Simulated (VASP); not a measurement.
Input of a VASP 6.6.1 run:

The input INCAR:

```
PREC = Accurate
ENCUT = 520
EDIFF = 1E-7
ISMEAR = 1
SIGMA = 0.1
LREAL = False
LASPH = True
NELM = 150
ALGO = Normal
ISIF = 2
LWAVE = False
LCHARG = False
MAGMOM = 0 0 0 0 0 0
LORBIT = 11
LSORBIT = True
GGA_COMPAT = False
LORBMOM = True
LMAXMIX = 4
NBANDS = 27
```

KPOINTS

```
regular mesh
0
Gamma
  10 10 10
```

Contents of POSCAR:

```
ZrB
1.0
    0.0000000000      2.3250000000      2.3250000000
    2.3250000000      0.0000000000      2.3250000000
    2.3250000000      2.3250000000      0.0000000000
Zr B
1 1
Direct
    0.0000000000      0.0000000000      0.0000000000
    0.5000000000      0.5000000000      0.5000000000
```

Potentials or basis: VASP PAW LDA potentials, release 64 (Zr_sv, B).

Run with:

```bash
$ cat potpaw_LDA.64/Zr_sv/POTCAR potpaw_LDA.64/B/POTCAR > POTCAR
$ mpirun -np 1 vasp_ncl > vasp.out
```

Q: Estimate the pressure.

A: 25.4 GPa.

Q: Predict the net moment.

A: 0.00 μB per cell.

Moments on the atoms (μB; x, y, z):
```
Zr  0.00 0.00 0.00
B   0.00 0.00 0.00
```

Caveat: the cell stands under pressure.
